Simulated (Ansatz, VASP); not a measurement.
# One calculation of Al2O3, two programs

```xyz
10
Lattice="0.0000 0.0000 -2.9954 -4.6290 0.0000 0.0000 0.0000 9.6088 0.0000" Properties=species:S:1:pos:R:3 pbc="T T T"
Al   -2.7081    3.1786   -1.4977
Al   -1.9208    6.4302   -1.4977
Al   -0.3937    1.6258    0.0000
Al   -4.2353    7.9830    0.0000
O    -1.2376    2.1389   -1.4977
O     0.0000    0.0000    0.0000
O    -1.0769    6.9433    0.0000
O    -3.5520    2.6655    0.0000
O    -3.3914    7.4699   -1.4977
O    -2.3145    4.8044   -1.4977
```

Alike in both runs: task single point; functional r2SCAN; k mesh 7 × 5 × 3; occupations gaussian, width 0.05 eV; no spin polarisation.

```csv
,VASP,Ansatz
version,VASP 6.6.1,Ansatz 0.2.0
potentials or method,"VASP PAW PBE potentials, release 64 (Al, O), cutoff 520 eV","scalar-relativistic, plane waves, PAW"
valence electrons in the cell,48,48
```

VASP gave:

* gap on the k mesh at the Fermi level (eV): 4.12
* least direct gap on the mesh (eV): 4.12
* pressure (GPa): -0.1
* traceless stress, the component that is largest in VASP (GPa): 0.33
* rms of the force components (eV/Å): 0.022

Problem. What did Ansatz give for the same quantities?

Solution. gap on the k mesh at the Fermi level (eV): 4.12; least direct gap on the mesh (eV): 4.12; pressure (GPa): 0.0; traceless stress, the component that is largest in VASP (GPa): 0.02; rms of the force components (eV/Å): 0.002.

VASP's potentials were made for PBE, not for r2SCAN. Atom by atom the forces differ by 0.021 eV/Å (rms over components).
